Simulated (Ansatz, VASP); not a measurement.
## One calculation of Al, two programs

File INCAR:

```
SYSTEM = Al
ALGO     = Fast           ! electronic algorithm
EDIFF    = 1E-7           ! SCF threshold, eV
ENCUT    = 520            ! plane-wave cutoff, eV
GGA      = PS             ! functional
ISIF     = 2              ! what is computed and relaxed
ISMEAR   = 0              ! smearing method
LASPH    = .True.         ! aspherical terms in the spheres
LCHARG   = .False.        ! write CHGCAR
LREAL    = .False.        ! projectors in reciprocal space
LWAVE    = .False.        ! write WAVECAR
NBANDS   = 14             ! bands
NELM     = 100            ! most SCF steps
PREC     = Accurate       ! precision mode
SIGMA    = 0.15           ! smearing width, eV
```

File KPOINTS:

```
k-points
0
Gamma
  18 18 6
  0 0 0
```

File POSCAR:

```
Al
1.0
    2.8362844918      0.0000000000      0.0000000000
   -1.4181422459      2.4562944222      0.0000000000
    0.0000000000      0.0000000000      9.3221494563
Al
4
Direct
    0.0000000000      0.0000000000      0.0000000000
    0.2863352270      0.6196685604      0.2500000000
    0.0000000000      0.0000000000      0.5000000000
    0.6666666667      0.3333333333      0.7500000000
```

Input for Ansatz:

```yaml
crystal:
  lattice:
    - [2.8362844918, 0.0, 0.0]
    - [-1.4181422459, 2.4562944222, 0.0]
    - [0.0, 0.0, 9.3221494563]
  atoms:
    - { symbol: Al, position: [0.0, 0.0, 0.0] }
    - { symbol: Al, position: [0.286335227, 0.6196685604, 0.25] }
    - { symbol: Al, position: [0.0, 0.0, 0.5] }
    - { symbol: Al, position: [0.6666666667, 0.3333333333, 0.75] }
basis:
  ecutwfc: 420
kpoints:
  mp_grid: { grid: [18, 18, 6] }
hamiltonian:
  xc: pbesol
scf:
  occupations: { method: gaussian, width: 0.15 }
output:
  forces: true
  stress: true
  eigenvalues: true
```

Alike in both runs: task single point; functional PBEsol; k mesh 18 × 18 × 6; occupations gaussian, width 0.15 eV; no spin polarisation.

|  | VASP | Ansatz |
| --- | --- | --- |
| version | VASP 6.6.1 | Ansatz 0.2.0 |
| potentials or method | VASP PAW PBE potentials, release 64 (Al), cutoff 520 eV | scalar-relativistic, plane waves, PAW |
| valence electrons in the cell | 12 | 12 |

```tsv
	VASP	Ansatz	Ansatz less VASP
gap on the k mesh at the Fermi level (eV)	none	none	-
pressure (GPa)	0.2	0.1	-0.06
traceless stress, the component that is largest in VASP (GPa)	-0.19	-0.19	+0.002
rms of the force components (eV/Å)	0.055	0.055	-0.0003
```

VASP's potentials were made for PBE, not for PBEsol. Atom by atom the forces differ by 0.000 eV/Å (rms over components). A gap of «none» marks a metal or a gap that the smearing closes. The functional is the same, so the differences come from potentials, cutoffs and numerics.
